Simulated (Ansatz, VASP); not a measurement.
One calculation of Ga, two programs

Contents of INCAR:

```
PREC = Accurate ; ENCUT = 520
EDIFF = 1E-7 ; ISMEAR = 0
SIGMA = 0.15 ; LREAL = False
LASPH = True ; NELM = 100
ALGO = Fast ; ISIF = 2
LWAVE = False ; LCHARG = False
GGA = CA ; NBANDS = 34
```

Contents of KPOINTS:

```
regular mesh
0
Gamma
  10 10 10
```

The input POSCAR:

```
Ga
1.0
    2.2085777266     -3.7454996903     -0.2484649942
    2.2085777266      3.7454996903     -0.2484649942
   -0.4993956970      0.0000000000      4.4390728619
Ga
4
Direct
    0.1560190462      0.8439809538      0.0845038705
    0.6560190462      0.3439809538      0.4154961295
    0.8439809538      0.1560190462      0.9154961295
    0.3439809538      0.6560190462      0.5845038705
```

Input for Ansatz:

```yaml
crystal:
  lattice:
    - [2.2085777266, -3.7454996903, -0.2484649942]
    - [2.2085777266, 3.7454996903, -0.2484649942]
    - [-0.499395697, 0.0, 4.4390728619]
  atoms:
    - { symbol: Ga, position: [0.1560190462, 0.8439809538, 0.0845038705] }
    - { symbol: Ga, position: [0.6560190462, 0.3439809538, 0.4154961295] }
    - { symbol: Ga, position: [0.8439809538, 0.1560190462, 0.9154961295] }
    - { symbol: Ga, position: [0.3439809538, 0.6560190462, 0.5845038705] }
basis:
  ecutwfc: 420
kpoints:
  mp_grid: { grid: [10, 10, 10] }
hamiltonian:
  xc: lda
  pseudopotentials: { kind: paw }
scf:
  occupations: { method: gaussian, width: 0.15 }
output:
  forces: true
  stress: true
  eigenvalues: true
```

Change from the starting cell: engineering shear strain xz -0.2250, normal strain along z +0.0000.

Alike in both runs: task single point; functional LDA; k mesh 10 × 10 × 10; occupations gaussian, width 0.15 eV; no spin polarisation.

```csv
,VASP,Ansatz
version,VASP 6.6.1,Ansatz 0.2.0
potentials or method,"VASP PAW LDA potentials, release 64 (Ga_d), cutoff 520 eV","scalar-relativistic, plane waves, PAW"
valence electrons in the cell,52,52
```

|  | VASP | Ansatz | Ansatz less VASP |
| --- | --- | --- | --- |
| gap on the k mesh at the Fermi level (eV) | none | none | - |
| pressure (GPa) | 4.8 | 4.5 | -0.26 |
| traceless stress, the component that is largest in VASP (GPa) | 8.12 | 8.01 | -0.110 |
| rms of the force components (eV/Å) | 0.444 | 0.437 | -0.0070 |

LDA's correlation is that of Perdew and Zunger in VASP and of Perdew and Wang (1992) in Ansatz. Atom by atom the forces differ by 0.007 eV/Å (rms over components). A gap of «none» marks a metal or a gap that the smearing closes.
